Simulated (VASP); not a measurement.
Here is a VASP 6.6.1 calculation.

INCAR

```
PREC = Accurate ; ENCUT = 520
EDIFF = 1E-6 ; ISMEAR = 0
SIGMA = 0.01 ; LREAL = False
LASPH = True ; NELM = 60
ALGO = Normal ; ISIF = 2
LWAVE = False ; LCHARG = False
GGA = PE ; NBANDS = 16
```

KPOINTS

```
Automatic mesh
0
Gamma
  6 6 6
```

Contents of POSCAR:

```
InP
1.0
    0.0000000000      2.8908937935      2.8908937935
    2.8908937935      0.0000000000      2.8908937935
    2.8908937935      2.8908937935      0.0000000000
In P
1 1
Direct
    0.0000000000      0.0000000000      0.0000000000
    0.2500000000      0.2500000000      0.2500000000
```

Potentials or basis: VASP PAW PBE potentials, release 64 (In_d, P).

Run with:

```console
$ cat potpaw_PBE.64/In_d/POTCAR potpaw_PBE.64/P/POTCAR > POTCAR
$ mpirun -np 1 vasp_std > vasp.out
```

What does it give for the band gap on the k mesh?

0.93 eV, direct.

Estimate the pressure.

6.6 GPa.

Caveat: spin-orbit coupling is left out, which moves the levels of the heavy elements.
